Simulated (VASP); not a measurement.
Here is a VASP 6.6.1 calculation.

The input INCAR:

```
ALGO = Normal ; EDIFF = 1E-7
ENCUT = 520 ; GGA = PS
ISIF = 2 ; ISMEAR = 0
LASPH = T ; LCHARG = T
LELF = T ; LREAL = F
LVHAR = T ; LWAVE = F
NBANDS = 28 ; NELM = 60
PREC = Accurate ; SIGMA = 0.15
```

KPOINTS

```
k-points
0
Gamma
  10 10 8
```

POSCAR

```
SnO
1.0
    3.6711000000      0.0000000000      0.0000000000
    0.0000000000      3.6711000000      0.0000000000
    0.0000000000      0.0000000000      4.6318000000
Sn O
2 2
Direct
    0.0000000000      0.5000000000      0.2424656060
    0.5000000000      0.0000000000      0.7575343940
    0.0000000000      0.0000000000      0.0000000000
    0.5000000000      0.5000000000      0.0000000000
```

Potentials or basis: VASP PAW PBE potentials, release 64 (Sn_d, O).

Launch:

```bash
$ cat potpaw_PBE.64/Sn_d/POTCAR potpaw_PBE.64/O/POTCAR > POTCAR
$ mpirun -np 1 vasp_std > vasp.out
```

Predict the band gap on the k mesh.

zero (bands 20 and 21 overlap by 0.53 eV).

Estimate the pressure.

12.3 GPa.

What does it give for the largest force?

1.624 eV/Å.

Stress tensor (GPa, compression positive):
```
13.44  0.00  0.00
 0.00 13.44  0.00
 0.00  0.00  9.98
```

Caveat: the cell stands under pressure; semilocal functionals underestimate gaps, so a narrow gap can read as zero; the PAW data sets were made with another functional, which shifts forces and pressure a little; spin-orbit coupling is left out, which moves the levels of the heavy elements.
